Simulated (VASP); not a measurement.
BeAs:

```xyz
2
Lattice="1.6778 0.9687 2.8882 -1.6778 0.9687 2.8882 0.0000 -1.9373 2.8882" Properties=species:S:1:pos:R:3 pbc="T T T"
Be    0.0000    0.0000    4.3323
As    0.0000    0.0000    0.0000
```

- Program: VASP 6.6.1
- Task: relaxation of cell and atoms
- Functional: PBE
- Potentials or basis: VASP PAW PBE potentials, release 64 (Be, As)
- Cutoff: 600 eV
- k mesh: 21 × 21 × 21
- Occupations: gaussian, width 0.1 eV
- Spin: no spin polarisation

At the start: pressure 0.2 GPa; volume 14.08 Å³/atom.

Task: How do energy, volume and symmetry change on relaxing?

Result: Over 4 steps the energy falls by 3.9 meV/atom and the volume is 14.11 Å³/atom (+0.2 %); space group Fm-3m (No. 225, to 0.05 Å).

Step by step:
| step | energy change (eV) | largest force (eV/Å) | pressure (GPa) | volume (Å³) |
| --- | --- | --- | --- | --- |
| 1 | 0.0000 | 0.0000 | 0.25 | 28.16 |
| 2 | -0.0024 | 0.0000 | -0.07 | 28.25 |
| 3 | -0.0064 | 0.0000 | -0.88 | 28.51 |
| 4 | -0.0078 | 0.0000 | 0.04 | 28.21 |

Final structure:
```
Be As
1.0
     1.70581    0.98485    2.79895
    -1.70581    0.98485    2.79895
     0.00000   -1.96970    2.79895
Be As
1 1
Direct
  0.50000 0.50000 0.50000
  0.00000 0.00000 0.00000
```
